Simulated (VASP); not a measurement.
# SiC (F-43m) in VASP: a series of runs

Runs on SiC. Level: PBE. Tasks: vibrations by perturbation theory, elastic constants.

Everything below comes from runs of VASP 6.6.1. Logs are shortened: lines on timing, memory, paths and dates and some standing lists are left out, and cuts for length are marked.

### 1 The cell of the first run

It takes space group F-43m (No. 216, cubic). Conventional cell: a = 4.380 Å, b = 4.380 Å, c = 4.380 Å, α = 90.00°, β = 90.00°, γ = 90.00°. Within 2.5 Å of Si (site symmetry -43m) lie 4 C at 1.90 Å. C (site symmetry -43m) has 4 Si at 1.90 Å within 2.5 Å.

### 2 Vibrations by perturbation theory, PBE

File INCAR:

```
SYSTEM = SiC
PREC     = Accurate       ! precision mode
ENCUT    = 520            ! plane-wave cutoff, eV
EDIFF    = 1E-8           ! SCF threshold, eV
ISMEAR   = 0              ! smearing method
SIGMA    = 0.01           ! smearing width, eV
LREAL    = .False.        ! projectors in reciprocal space
LASPH    = .True.         ! aspherical terms in the spheres
NELM     = 100            ! most SCF steps
ALGO     = Normal         ! electronic algorithm
ISIF     = 2              ! what is computed and relaxed
LWAVE    = .False.        ! write WAVECAR
LCHARG   = .False.        ! write CHGCAR
GGA      = PE             ! functional
IBRION   = 8              ! ionic algorithm
NSW      = 1              ! ionic steps
LEPSILON = .True.         ! dielectric tensor by DFPT
```

File KPOINTS:

```
Automatic mesh
0
Gamma
  12 12 12
  0 0 0
```

File POSCAR:

```
SiC
1.0
    0.0000000000      2.1898655825      2.1898655825
    2.1898655825      0.0000000000      2.1898655825
    2.1898655825      2.1898655825      0.0000000000
Si C
1 1
Direct
    0.7500000000      0.7500000000      0.7500000000
    0.0000000000      0.0000000000      0.0000000000
```

Potentials or basis: VASP PAW PBE potentials, release 64 (Si, C).

Run with:

```sh
cat potpaw_PBE.64/Si/POTCAR potpaw_PBE.64/C/POTCAR > POTCAR
mpirun -np 1 vasp_std > vasp.out
```

OUTCAR:

```text
SYSTEM = SiC
   PREC = Accurate
   ENCUT = 520
   EDIFF = 1E-8
   ISMEAR = 0
   LREAL = .False.
   LASPH = .True.
   NELM = 100
   ISIF = 2
   GGA = PE
   IBRION = 8
   NSW = 1
   LEPSILON = .True.

 ion  position               nearest neighbor table
   1  0.750  0.750  0.750-   2 1.90   2 1.90   2 1.90   2 1.90
   2  0.000  0.000  0.000-   1 1.90   1 1.90   1 1.90   1 1.90

  LATTYP: Found a face centered cubic cell.
 ALAT       =     4.3797311650

  Lattice vectors:

 A1 = (   0.0000000000,   2.1898655825,   2.1898655825)
 A2 = (   2.1898655825,   0.0000000000,   2.1898655825)
 A3 = (   2.1898655825,   2.1898655825,   0.0000000000)

Analysis of symmetry for initial positions (statically):
=====================================================================
 Subroutine PRICEL returns:
 Original cell was already a primitive cell.

 Routine SETGRP: Setting up the symmetry group for a
 face centered cubic supercell.

 Subroutine GETGRP returns: Found 24 space group operations
 (whereof 24 operations were pure point group operations)
 out of a pool of 48 trial point group operations.

The static configuration has the point symmetry T_d .

Analysis of symmetry for dynamics (positions and initial velocities):
=====================================================================
 Subroutine PRICEL returns:
 Original cell was already a primitive cell.

 Routine SETGRP: Setting up the symmetry group for a
 face centered cubic supercell.

 Subroutine GETGRP returns: Found 24 space group operations
 (whereof 24 operations were pure point group operations)
 out of a pool of 48 trial point group operations.

The dynamic configuration has the point symmetry T_d .

 Subroutine INISYM returns: Found 24 space group operations
 (whereof 24 operations are pure point group operations),
 and found     1 'primitive' translations

----------------------------------------------------------------------------------------

                                     Primitive cell

  volume of cell :      21.0031

  direct lattice vectors                    reciprocal lattice vectors
     0.000000000  2.189865582  2.189865582    -0.228324516  0.228324516  0.228324516
     2.189865582  0.000000000  2.189865582     0.228324516 -0.228324516  0.228324516
     2.189865582  2.189865582  0.000000000     0.228324516  0.228324516 -0.228324516

  length of vectors
     3.096937607  3.096937607  3.096937607     0.395469663  0.395469663  0.395469663

  position of ions in fractional coordinates (direct lattice)
     0.750000000  0.750000000  0.750000000
     0.000000000  0.000000000  0.000000000

  ion indices of the primitive-cell ions
   primitive index   ion index
                 1           1
                 2           2

----------------------------------------------------------------------------------------

 KPOINTS: Automatic mesh

Automatic generation of k-mesh.
 Grid dimensions read from file:
 generate k-points for:   12   12   12

 Generating k-lattice:

  Cartesian coordinates                     Fractional coordinates (reciprocal lattice)
    -0.019027043  0.019027043  0.019027043     0.083333333  0.000000000  0.000000000
     0.019027043 -0.019027043  0.019027043     0.000000000  0.083333333  0.000000000
     0.019027043  0.019027043 -0.019027043     0.000000000  0.000000000  0.083333333

  Length of vectors
     0.032955805  0.032955805  0.032955805

  Shift w.r.t. Gamma in fractional coordinates (k-lattice)
     0.000000000  0.000000000  0.000000000

 Subroutine IBZKPT returns following result:
 ===========================================

[... 379 lines left out ...]
 POSITION                                       TOTAL-FORCE (eV/Angst)
 -----------------------------------------------------------------------------------
      3.28480      3.28480      3.28480        -0.000000     -0.000000     -0.000000
      0.00000      0.00000      0.00000         0.000000      0.000000      0.000000
 -----------------------------------------------------------------------------------
    total drift:                                0.000000      0.000000      0.000000

  FREE ENERGIE OF THE ION-ELECTRON SYSTEM (eV)
  ---------------------------------------------------
  free  energy   TOTEN  =       -15.0609629215 eV

  energy  without entropy=      -15.0609629215  energy(sigma->0) =      -15.06096292

 HEAD OF MICROSCOPIC STATIC DIELECTRIC TENSOR (INDEPENDENT PARTICLE, excluding Hartree and local field effects)
 ------------------------------------------------------
           7.246561    -0.000000    -0.000000
          -0.000000     7.246561     0.000000
          -0.000000     0.000000     7.246561
 ------------------------------------------------------

 Free energy of the ion-electron system (eV)
  ---------------------------------------------------
  ---------------------------------------------------
  free energy    TOTEN  =        -0.37650093 eV

  energy without entropy =       -0.37650093

------------------------ aborting loop because EDIFF is reached ----------------------------------------

--------------------------------------- Ionic step        2  -------------------------------------------

------------------------ aborting loop because EDIFF is reached ----------------------------------------

--------------------------------------- Ionic step        3  -------------------------------------------

------------------------ aborting loop because EDIFF is reached ----------------------------------------

 PIEZOELECTRIC TENSOR FIELD DIRECTION 3  (e Angst)
 -----------------------------------------------------------------------------
    -0.00068 -1.28988  0.00000           ( -0.00000 -0.05366  0.00000)
    -1.28988 -0.00068  0.00000           ( -0.05366 -0.00000  0.00000)
     0.00000  0.00000  0.00084           (  0.00000  0.00000 -0.00000)

 PIEZOELECTRIC TENSOR FIELD DIRECTION 3  (C/m^2)
 -----------------------------------------------------------------------------
    -0.00052 -0.98396  0.00000
    -0.98396 -0.00052  0.00000
     0.00000  0.00000  0.00064

--------------------------------------- Ionic step        4  -------------------------------------------

------------------------ aborting loop because EDIFF is reached ----------------------------------------

[... ionic steps 5 to 6 ...]

--------------------------------------- Ionic step        7  -------------------------------------------

 Free energy of the ion-electron system (eV)
  ---------------------------------------------------
  ---------------------------------------------------
  free energy    TOTEN  =        -0.12458585 eV

  energy without entropy =       -0.12458585

------------------------ aborting loop because EDIFF is reached ----------------------------------------

 INTERNAL STRAIN TENSOR  FOR ION    2  DIRECTION 1   (eV/Angst):
 -----------------------------------------------------------------------------
    -0.00593  0.00000  0.00000
     0.00000  0.00252 -7.51365
     0.00000 -7.51365  0.00252

 MACROSCOPIC STATIC DIELECTRIC TENSOR (including local field effects in DFT)
 ------------------------------------------------------
           7.012596    -0.000000    -0.000000
           0.000000     7.012596    -0.000000
           0.000000     0.000000     7.012596
 ------------------------------------------------------

 PIEZOELECTRIC TENSOR (including local field effects)  for field in x, y, z        (e  Angst)
          XX          YY          ZZ          XY          YZ          ZX
  --------------------------------------------------------------------------------
  x    -0.00000    -0.00000    -0.00000     0.00000    -1.28781     0.00000
  y     0.00000    -0.00000     0.00000     0.00000     0.00000    -1.28781
  z    -0.00000    -0.00000    -0.00000    -1.28781     0.00000     0.00000

 PIEZOELECTRIC TENSOR (including local field effects)  for field in x, y, z        (C/m^2)
          XX          YY          ZZ          XY          YZ          ZX
  --------------------------------------------------------------------------------
  x    -0.00000    -0.00000    -0.00000     0.00000    -0.98238     0.00000
  y     0.00000    -0.00000     0.00000     0.00000     0.00000    -0.98238
  z    -0.00000    -0.00000    -0.00000    -0.98238     0.00000     0.00000

 BORN EFFECTIVE CHARGES (including local field effects) (in |e|, cummulative output)
 ---------------------------------------------------------------------------------
 ion    1
    1     2.68346     0.00000    -0.00000
    2    -0.00000     2.68346    -0.00000
    3     0.00000     0.00000     2.68346
 ion    2
    1    -2.68346     0.00000     0.00000
    2     0.00000    -2.68346     0.00000
    3    -0.00000    -0.00000    -2.68346

 INTERNAL STRAIN TENSOR FOR ION    2 for displacements in x,y,z  (eV/Angst):
          X           Y           Z          XY          YZ          ZX
  --------------------------------------------------------------------------------
  x     0.00000     0.00000     0.00000     0.00000    -7.51365     0.00000
  y     0.00000     0.00000     0.00000     0.00000     0.00000    -7.51365
  z     0.00000     0.00000     0.00000    -7.51365     0.00000     0.00000

 SECOND DERIVATIVES (NOT SYMMETRIZED)
 ------------------------------------
               1X          1Y          1Z          2X          2Y          2Z
  1X   -18.568995    0.000000    0.000000   18.568995    0.000000    0.000000
  1Y     0.000000  -18.568995    0.000000    0.000000   18.568995    0.000000
  1Z     0.000000    0.000000  -18.568995    0.000000    0.000000   18.568995
  2X    18.575857    0.000000    0.000000  -18.575857    0.000000    0.000000
  2Y     0.000000   18.575857    0.000000    0.000000  -18.575857    0.000000
  2Z     0.000000    0.000000   18.575857    0.000000    0.000000  -18.575857

 Eigenvectors and eigenvalues of the dynamical matrix
 ----------------------------------------------------

   1 f  =   23.228697 THz   145.950210 2PiTHz  774.825943 cm-1    96.066130 meV
             X         Y         Z           dx          dy          dz
      3.284798  3.284798  3.284798    -0.547246   -0.000000    0.000000
      0.000000  0.000000  0.000000     0.836972    0.000000    0.000000
[... 21 lines left out ...]
   6 f/i=    0.001966 THz     0.012350 2PiTHz    0.065565 cm-1     0.008129 meV
             X         Y         Z           dx          dy          dz
      3.284798  3.284798  3.284798     0.004965    0.829623   -0.110552
      0.000000  0.000000  0.000000     0.003246    0.542442   -0.072284

--------------------------------------------------------------------------------------------------------

 MACROSCOPIC STATIC DIELECTRIC TENSOR IONIC CONTRIBUTION
 ------------------------------------------------------
           3.340460    -0.000000    -0.000000
          -0.000000     3.340460    -0.000000
          -0.000000    -0.000000     3.340460
 ------------------------------------------------------

 ELASTIC MODULI CONTR FROM IONIC RELAXATION (kBar)
 Direction    XX          YY          ZZ          XY          YZ          ZX
 --------------------------------------------------------------------------------
 XX          -0.0000      0.0000      0.0000     -0.0000      0.0000     -0.0000
 YY           0.0000     -0.0000     -0.0000     -0.0000     -0.0000     -0.0000
 ZZ           0.0000     -0.0000     -0.0000      0.0000     -0.0000     -0.0000
 XY          -0.0000     -0.0000      0.0000   -211.1484      0.0000      0.0000
 YZ           0.0000     -0.0000     -0.0000      0.0000   -211.1484      0.0000
 ZX          -0.0000     -0.0000     -0.0000      0.0000      0.0000   -211.1484
 --------------------------------------------------------------------------------

 PIEZOELECTRIC TENSOR IONIC CONTR  for field in x, y, z        (C/m^2)
          XX          YY          ZZ          XY          YZ          ZX
  --------------------------------------------------------------------------------
  x    -0.00000     0.00000     0.00000    -0.00000     0.79026    -0.00000
  y     0.00000     0.00000     0.00000    -0.00000    -0.00000     0.79026
  z     0.00000     0.00000    -0.00000     0.79026    -0.00000    -0.00000
```

It took 1.9 min on 1 thread of Intel Xeon Platinum 8559C (Emerald Rapids), shared host; peak memory 0.24 GiB.

What came out:

* Electronic dielectric tensor (diagonal): 7.01
* Born charges (mean of the diagonal): Si +2.68; C -2.68 e
* Highest phonon frequency at Γ, LO-TO splitting left out: 775 cm⁻¹

Phonon frequencies in cm⁻¹ (negative: imaginary):
```
              q point        frequencies
(0.000, 0.000, 0.000)  0 0 0 775 775 775
```

Electronic dielectric tensor:
```
7.01 0.00 0.00
0.00 7.01 0.00
0.00 0.00 7.01
```

Born effective charge tensors (e):
atom 1, Si
```
2.68 0.00 0.00
0.00 2.68 0.00
0.00 0.00 2.68
```
atom 2, C
```
-2.68  0.00  0.00
 0.00 -2.68  0.00
 0.00  0.00 -2.68
```

### 3 Elastic constants, PBE

File INCAR:

```
PREC     = Accurate       # precision mode
ENCUT    = 600            # plane-wave cutoff, eV
EDIFF    = 1E-8           # SCF threshold, eV
ISMEAR   = 0              # smearing method
SIGMA    = 0.01           # smearing width, eV
LREAL    = F              # projectors in reciprocal space
LASPH    = T              # aspherical terms in the spheres
NELM     = 60             # most SCF steps
ALGO     = Normal         # electronic algorithm
ISIF     = 3              # what is computed and relaxed
LWAVE    = F              # write WAVECAR
LCHARG   = T              # write CHGCAR
GGA      = PE             # functional
IBRION   = 6              # ionic algorithm
NFREE    = 2            
POTIM    = 0.015          # step
NSW      = 1              # ionic steps
```

File KPOINTS:

```
Automatic mesh
0
Gamma
  12 12 12
```

POSCAR is that of step 2.

Potentials or basis: VASP PAW PBE potentials, release 64 (Si, C).

Run with:

```sh
cat potpaw_PBE.64/Si/POTCAR potpaw_PBE.64/C/POTCAR > POTCAR
mpirun -np 1 vasp_std > vasp.out
```

Run time: 6.6 min. Hardware: 1 thread of Intel Xeon Platinum 8559C (Emerald Rapids), shared host; peak memory 0.34 GiB.

The run converged. Its results:

```yaml
Elastic_constants_C11_C12_C44: 382, 126, 240 GPa
Voigt_bulk_modulus: 212 GPa
Highest_phonon_frequency_at_Γ_LO-TO_splitting_left_out: 775 cm⁻¹
```

Phonon frequencies in cm⁻¹ (negative: imaginary):
```
              q point        frequencies
(0.000, 0.000, 0.000)  0 0 0 775 775 775
```

Elastic tensor in Voigt notation (GPa, in the Cartesian axes of the cell as first typed):
```
382 126 126   0   0   0
126 382 126   0   0   0
126 126 382   0   0   0
  0   0   0 240   0   0
  0   0   0   0 240   0
  0   0   0   0   0 240
```

Clamped-ion elastic tensor (GPa):
```
382 126 126   0   0   0
126 382 126   0   0   0
126 126 382   0   0   0
  0   0   0 264   0   0
  0   0   0   0 264   0
  0   0   0   0   0 264
```
